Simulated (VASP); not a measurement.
Here is a VASP 6.6.1 calculation.

File INCAR:

```
ALGO     = Normal         # electronic algorithm
EDIFF    = 1E-6           # SCF threshold, eV
EDIFFG   = -0.04          # ionic threshold
ENCUT    = 600            # plane-wave cutoff, eV
GGA      = PE             # functional
IBRION   = 2              # ionic algorithm
ISIF     = 3              # what is computed and relaxed
ISMEAR   = 0              # smearing method
LASPH    = True           # aspherical terms in the spheres
LCHARG   = False          # write CHGCAR
LREAL    = False          # projectors in reciprocal space
LWAVE    = False          # write WAVECAR
NELM     = 60             # most SCF steps
NSW      = 90             # ionic steps
PREC     = Accurate       # precision mode
SIGMA    = 0.1            # smearing width, eV
```

The input KPOINTS:

```
k-points
0
Gamma
  6 6 6
```

Contents of POSCAR:

```
ReB6
1.0
    2.2025079400      1.2716185500      3.3576785400
   -2.2025079400      1.2716185500      3.3576785400
    0.0000000000     -2.5432371000      3.3576785400
Re B
1 6
Direct
    0.5000000000      0.5000000000      0.5000000000
    0.9763144500      0.6664435600      0.3393008200
    0.3393008200      0.9763144500      0.6664435600
    0.6664435600      0.3393008200      0.9763144500
    0.0236855500      0.3335564400      0.6606991800
    0.6606991800      0.0236855500      0.3335564400
    0.3335564400      0.6606991800      0.0236855500
```

Potentials or basis: VASP PAW PBE potentials, release 64 (Re, B).

Launch:

```sh
$ cat potpaw_PBE.64/Re/POTCAR potpaw_PBE.64/B/POTCAR > POTCAR
$ mpirun -np 1 vasp_std > vasp.out
```

(1) Estimate the space group after relaxing (to 0.05 Å).

(2) Predict the relaxed volume.

(3) Estimate the relaxed cell.

## Answers

(1) R-3m (No. 166).

(2) 8.88 Å³/atom.

(3) a = 3.964 Å, b = 3.964 Å, c = 3.964 Å, α = 87.53°, β = 87.53°, γ = 87.53°.
